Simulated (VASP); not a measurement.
Crystal: Fe2O3.

```xyz
10
Lattice="2.5190 1.4543 4.5907 -2.5190 1.4543 4.5907 0.0000 -2.9087 4.5907" Properties=species:S:1:pos:R:3 pbc="T T T"
Fe    0.0000    0.0000    4.8932
Fe    0.0000    0.0000    1.9928
Fe    0.0000    0.0000    8.8788
Fe    0.0000    0.0000   11.7792
O     0.7706   -1.5740    8.0337
O    -1.7484    0.1197    8.0337
O     0.9779    1.4543    8.0337
O    -0.7706    1.5740    5.7383
O     1.7484   -0.1197    5.7383
O    -0.9779   -1.4543    5.7383
```

```yaml
Program: VASP 6.6.1
Task: relaxation of cell and atoms
Functional: PBE
Potentials_or_basis: VASP PAW PBE potentials, release 64 (Fe, O)
Cutoff: 600 eV
k_mesh: 7 × 7 × 7
Occupations: fermi-dirac, width 0.05 eV
Spin: collinear spin, ferromagnetic start
Starting_moments: "[3.0, 3.0, 3.0, 3.0, 0.0, 0.0, 0.0, 0.0, 0.0, 0.0] μB"
```

At the start: pressure -5.0 GPa; volume 10.09 Å³/atom.

Where does the relaxation end?

Over 14 steps the energy falls by 107.0 meV/atom and the volume is 8.79 Å³/atom (-12.9 %); space group R-3c (No. 167, to 0.1 Å) before and after; moment 4.00 μB per cell.

The path:
| step | energy change (eV) | largest force (eV/Å) | pressure (GPa) | volume (Å³) |
| --- | --- | --- | --- | --- |
| 1 | 0.0000 | 0.9134 | -5.05 | 100.91 |
| 2 | -0.3433 | 0.9049 | -8.13 | 96.34 |
| 3 | -0.6867 | 1.4293 | 17.60 | 83.45 |
| 4 | -0.9202 | 0.4625 | -8.83 | 91.34 |
| 5 | -1.0374 | 0.3028 | 2.49 | 87.34 |
| 6 | -1.0461 | 0.2447 | -0.35 | 88.23 |
| 7 | -1.0459 | 0.2596 | 0.41 | 87.99 |
| 8 | -1.0654 | 0.0281 | 1.12 | 87.53 |
| 9 | -1.0654 | 0.0284 | 1.14 | 87.53 |
| 10 | -1.0650 | 0.0604 | -1.97 | 88.56 |
| 11 | -1.0681 | 0.0441 | -0.38 | 88.03 |
| 12 | -1.0695 | 0.0136 | -0.07 | 87.95 |
| 13 | -1.0695 | 0.0160 | -0.05 | 87.94 |
| 14 | -1.0696 | 0.0058 | 0.07 | 87.90 |

Final structure:
```cif
data_structure
_symmetry_space_group_name_H-M 'P 1'
_symmetry_Int_Tables_number 1
_cell_length_a 5.2274
_cell_length_b 5.2274
_cell_length_c 5.2274
_cell_angle_alpha 54.435
_cell_angle_beta 54.435
_cell_angle_gamma 54.435
_cell_volume 87.90
loop_
_atom_site_label
_atom_site_type_symbol
_atom_site_fract_x
_atom_site_fract_y
_atom_site_fract_z
_atom_site_occupancy
Fe1 Fe 0.34572 0.34572 0.34572 1
Fe2 Fe 0.15428 0.15428 0.15428 1
Fe3 Fe 0.65428 0.65428 0.65428 1
Fe4 Fe 0.84572 0.84572 0.84572 1
O1 O 0.56302 0.25000 0.93698 1
O2 O 0.25000 0.93698 0.56302 1
O3 O 0.93698 0.56302 0.25000 1
O4 O 0.43698 0.75000 0.06302 1
O5 O 0.75000 0.06302 0.43698 1
O6 O 0.06302 0.43698 0.75000 1
```

Caveat: the run started ferromagnetic, and an antiferromagnetic order may lie lower in energy.
